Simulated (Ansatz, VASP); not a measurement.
# Two plane-wave programs on GaAs

File INCAR:

```
PREC = Accurate ; ENCUT = 500
EDIFF = 1E-6 ; ISMEAR = 0
SIGMA = 0.05 ; LREAL = F
LASPH = T ; NELM = 120
ALGO = Normal ; ISIF = 2
LWAVE = F ; LCHARG = F
GGA = PS ; NBANDS = 16
GGA_COMPAT = F
```

Contents of KPOINTS:

```
regular mesh
0
Gamma
  6 6 6
```

POSCAR

```
GaAs
1.0
    3.1765811811      0.0000000000      0.0000000000
    0.0000000000      3.1765811811      0.0000000000
    0.0000000000      0.0000000000      3.1765811811
Ga As
1 1
Direct
    0.0000000000      0.0000000000      0.0000000000
    0.5000000000      0.5000000000      0.5000000000
```

Input for Ansatz:

```yaml
crystal:
  lattice:
    - [3.1765811811, 0.0, 0.0]
    - [0.0, 3.1765811811, 0.0]
    - [0.0, 0.0, 3.1765811811]
  atoms:
    - { symbol: Ga, position: [0.0, 0.0, 0.0] }
    - { symbol: As, position: [0.5, 0.5, 0.5] }
basis:
  ecutwfc: 420
kpoints:
  mp_grid: { grid: [6, 6, 6] }
hamiltonian:
  xc: pbesol
scf:
  occupations: { method: gaussian, width: 0.05 }
output:
  forces: true
  stress: true
  eigenvalues: true
```

Alike in both runs: task single point; functional PBEsol; k mesh 6 × 6 × 6; occupations gaussian, width 0.05 eV; no spin polarisation.

|  | VASP | Ansatz |
| --- | --- | --- |
| version | VASP 6.6.1 | Ansatz 0.2.0 |
| potentials or method | VASP PAW PBE potentials, release 64 (Ga_d, As), cutoff 500 eV | scalar-relativistic, plane waves, PAW |
| valence electrons in the cell | 18 | 28 |

|  | VASP | Ansatz | Ansatz less VASP |
| --- | --- | --- | --- |
| gap on the k mesh at the Fermi level (eV) | none | none | - |
| pressure (GPa) | 11.4 | 11.2 | -0.19 |

VASP's potentials were made for PBE, not for PBEsol. A gap of «none» marks a metal or a gap that the smearing closes. VASP's potentials hold 18 valence electrons a cell and Ansatz's 28, so a difference there can come from the potentials and not from the codes.
